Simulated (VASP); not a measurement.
A run of VASP 6.6.1 is set up as follows.

File INCAR:

```
PREC = Accurate
ENCUT = 520
EDIFF = 1E-6
ISMEAR = 0
SIGMA = 0.05
LREAL = F
LASPH = T
NELM = 60
ALGO = Normal
ISIF = 2
LWAVE = F
LCHARG = F
NBANDS = 26
```

Contents of KPOINTS:

```
regular mesh
0
Gamma
  8 8 8
```

Contents of POSCAR:

```
C
1.0
    1.2448267533      2.6070690623     -3.2330688693
    1.3892030677     -2.6244343673     -3.1855849501
   -3.0132332940      0.1161245008     -3.3216347804
C
8
Direct
    1.0145472003      0.3329149067      0.5430843868
    0.3241925944      0.9748056687      0.7344386836
    0.9094947637      0.9620465654      0.1537362559
    0.4957705111      0.4534520540      0.1024308437
    0.1058685843      0.5218445679      0.4192852994
    0.5588980817      0.1191571357      0.3120572902
    0.0508344437      0.0076516073      0.8940699706
    0.5403938208      0.6281274944      0.8408972697
```

Potentials or basis: VASP PAW LDA potentials, release 64 (C).

Run with:

```console
$ cat potpaw_LDA.64/C/POTCAR > POTCAR
$ mpirun -np 1 vasp_std > vasp.out
```

Q: What does it give for the largest force?

A: 71.178 eV/Å.

Q: Predict the pressure.

A: 85.6 GPa.

Q: Estimate the band gap on the k mesh.

A: Zero (bands 16 and 17 overlap by 0.17 eV).

Forces in eV/Å, atoms in the order of the input:
```
C   -59.532  16.227  33.824
C    19.615  23.656  -2.784
C   -32.207  -9.151  -5.236
C   -14.573   4.242  -0.915
C    59.015 -22.064 -33.116
C    -0.175   3.170  -2.296
C    16.636 -10.088   9.883
C    11.221  -5.993   0.639
```

Caveat: the cell differs from its parent crystal (atoms moved at random and the cell strained at random); atoms lie so close that the PAW spheres overlap strongly, which falsifies energies and pressures; the cell stands under pressure; forces of over 1 eV/Å act on the atoms, so gaps and moduli don't describe the material at rest.
